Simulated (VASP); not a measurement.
# Al3Co4H in VASP: further runs, part 2 of 2

VASP 6.6.1.

## 4. Relaxation of the atoms, PBEsol

Contents of INCAR:

```
SYSTEM = Al3Co4H
PREC = Accurate ; ENCUT = 520
EDIFF = 1E-6 ; ISMEAR = 0
SIGMA = 0.1 ; LREAL = .FALSE.
LASPH = .TRUE. ; NELM = 80
ALGO = Normal ; ISIF = 2
LWAVE = .FALSE. ; LCHARG = .FALSE.
LDIPOL = .TRUE. ; IDIPOL = 3
DIPOL = 0.5 0.5 0.489 ; GGA = PS
IBRION = 2 ; NSW = 90
EDIFFG = -0.03
```

Contents of KPOINTS:

```
regular mesh
0
G
  10 10 1
  0 0 0
```

Contents of POSCAR:

```
Al3Co4H
1.0
    2.8225855360      0.0000000000      0.0000000000
    0.0000000000      2.8225855360      0.0000000000
    0.0000000000      0.0000000000     27.4677566081
Co Al H
4 3 1
Selective dynamics
Direct
    0.5000000000      0.5000000000      0.3094537396  F F F
    0.5000000000      0.5000000000      0.4122136983  F F F
    0.5000000000      0.5000000000      0.5138768468  T T T
    0.5000000000      0.5000000000      0.6131193385  T T T
    0.0000000000      0.0000000000      0.3608337189  F F F
    0.0000000000      0.0000000000      0.4634654976  T T T
    0.0000000000      0.0000000000      0.5671757012  T T T
    0.5000000000      0.5000000000      0.6706413277  T T T
```

Potentials or basis: VASP PAW PBE potentials, release 64 (Co, Al, H).

Command:

```sh
$ cat potpaw_PBE.64/Co/POTCAR potpaw_PBE.64/Al/POTCAR potpaw_PBE.64/H/POTCAR > POTCAR
$ mpirun -np 1 vasp_std > vasp.out
```

OUTCAR:

```text
SYSTEM = Al3Co4H
   PREC = Accurate
   ENCUT = 520
   EDIFF = 1E-6
   ISMEAR = 0
   LREAL = .FALSE.
   LASPH = .TRUE.
   NELM = 80
   ISIF = 2
   GGA = PS
   IBRION = 2
   NSW = 90
   EDIFFG = -0.03

 ion  position               nearest neighbor table
   1  0.500  0.500  0.309-   5 2.44   5 2.44   5 2.44   5 2.44   2 2.82
   2  0.500  0.500  0.412-   6 2.44   6 2.44   6 2.44   6 2.44   5 2.44   5 2.44   5 2.44   5 2.44
                             3 2.79   1 2.82
   3  0.500  0.500  0.514-   6 2.43   6 2.43   6 2.43   6 2.43   7 2.48   7 2.48   7 2.48   7 2.48
                             4 2.73   2 2.79
   4  0.500  0.500  0.613-   8 1.58   7 2.36   7 2.36   7 2.36   7 2.36   3 2.73
   5  0.000  0.000  0.361-   1 2.44   1 2.44   1 2.44   1 2.44   2 2.44   2 2.44   2 2.44   2 2.44
                             6 2.82
[... 440 lines left out ...]
 E-fermi :   0.3137     XC(G=0):  -5.5058

 val. band max:        0.3008009640   @ k =   0.4000   0.2000   0.0000
 cond. band min:       0.3181927327   @ k =   0.1000   0.0000   0.0000
 fundamental gap:      0.0173917687
 Fermi energy:         0.3136601609

 k-point     1 :       0.0000    0.0000    0.0000
  band No.  band energies     occupation
      1     -10.2475      2.00000
      2      -9.1120      2.00000
      3      -7.5320      2.00000
      4      -5.4547      2.00000
      5      -3.6115      2.00000
      6      -2.8472      2.00000
[... 640 lines left out ...]
     27       3.0841      0.00000
     28       3.0841      0.00000

------------------------ aborting loop because EDIFF is reached ----------------------------------------

 vacuum level on the upper side and lower side of the slab       (xc-potential included)         0.791        -0.912

  FORCE on cell =-STRESS in cart. coord.  units (eV):
  Direction    XX          YY          ZZ          XY          YZ          ZX
  --------------------------------------------------------------------------------------
  -------------------------------------------------------------------------------------
  Total       -4.8058981     -4.8058981     -0.7576536      0.0000000      0.0000000      0.0000000
  in kB      -35.1858243    -35.1858243     -5.5470730      0.0000000      0.0000000      0.0000000
  external PRESSURE =     -25.3062405 kB  Pullay stress =       0.0000000 kB
[... 23 lines left out ...]
  FREE ENERGIE OF THE ION-ELECTRON SYSTEM (eV)
  ---------------------------------------------------
  free  energy   TOTEN  =       -46.4675605395 eV

  energy  without entropy=      -46.4403452834  energy(sigma->0) =      -46.45395291

 reached required accuracy - stopping structural energy minimisation

 vacuum level on the upper side and lower side of the slab         6.549         4.815
```

OSZICAR:

```text
N       E                     dE             d eps       ncg     rms          rms(c)
DAV:   1     0.318386851585E+03    0.31839E+03   -0.18657E+04  1176   0.148E+03
[... 222 lines left out ...]
DAV:   3    -0.464675957039E+02    0.73243E-03   -0.15607E-03  2220   0.603E-01    0.263E-02
DAV:   4    -0.464675622810E+02    0.33423E-04   -0.59998E-05  1824   0.130E-01    0.188E-02
DAV:   5    -0.464675616210E+02    0.66006E-06   -0.21208E-05  1696   0.753E-02    0.190E-02
DAV:   6    -0.464675612072E+02    0.41375E-06   -0.11799E-05  1532   0.640E-02    0.127E-02
DAV:   7    -0.464675617014E+02   -0.49419E-06   -0.13022E-05  1292   0.706E-02    0.158E-02
DAV:   8    -0.464675606323E+02    0.10692E-05   -0.22908E-06   688   0.247E-02    0.488E-03
DAV:   9    -0.464675605395E+02    0.92775E-07   -0.10299E-06   736   0.121E-02
  15 F= -.46467561E+02 E0= -.46453953E+02  d E =-.232597E-03
```

Wall time 20 min (1 thread of Intel Xeon 6975P-C (Granite Rapids), shared host); peak memory 0.42 GiB.

What came out:

- Free energy: -46.4676 eV
- Energy gained by relaxing: 13.5 meV/atom
- Ionic steps: 15
- Band gap on the k mesh: zero (bands 23 and 24 overlap by 1.26 eV)

The path:
```tsv
step	energy change (eV)	largest force on free atoms (eV/Å)	pressure (GPa)
1	0.0000	1.8429	-1.84
2	-0.0885	0.5755	-1.82
3	-0.0965	0.1259	-1.86
4	-0.0965	0.1563	-1.84
5	-0.0982	0.1445	-1.89
6	-0.1000	0.1167	-1.97
7	-0.1017	0.0858	-2.07
8	-0.1028	0.1714	-2.19
9	-0.1037	0.1083	-2.22
10	-0.1047	0.1841	-2.30
11	-0.1059	0.1461	-2.34
12	-0.1076	0.0629	-2.48
13	-0.1077	0.0675	-2.52
14	-0.1079	0.0422	-2.53
15	-0.1079	0.0270	-2.53
```

Final structure:
```
Co Al H
1.0
     2.82259    0.00000    0.00000
     0.00000    2.82259    0.00000
     0.00000    0.00000   27.46776
Co Al H
4 3 1
Direct
  0.50000 0.50000 0.30945
  0.50000 0.50000 0.41221
  0.50000 0.50000 0.51480
  0.50000 0.50000 0.61898
  0.00000 0.00000 0.36083
  0.00000 0.00000 0.46414
  0.00000 0.00000 0.56896
  0.50000 0.50000 0.67282
```

Caveat: the PAW data sets were made with another functional, which shifts forces and pressure a little; the run has no spin polarisation, though such a crystal can be magnetic.

## 5. Summary

```csv
task,cell,atoms held fixed (from 0),gap on the mesh (eV),largest force (eV/Å)
single point,"as given, atomic positions A",-,none,0.76
single point,"as given, atomic positions B",-,none,0.85
relaxation of the atoms,"atoms relaxed, atomic positions C","[0, 4, 1]",none,-
```

Alike in all rows: level PBEsol; potentials or basis VASP PAW PBE potentials, release 64 (Co, Al, H); no spin polarisation; k mesh 10 × 10 × 1; cutoff (eV) 520; smearing gaussian 0.1 eV.

Caveats: the PAW data sets were made with another functional, which shifts forces and pressure a little; the run has no spin polarisation, though such a crystal can be magnetic.

Absolute energies hang on the potentials; compare differences alone.
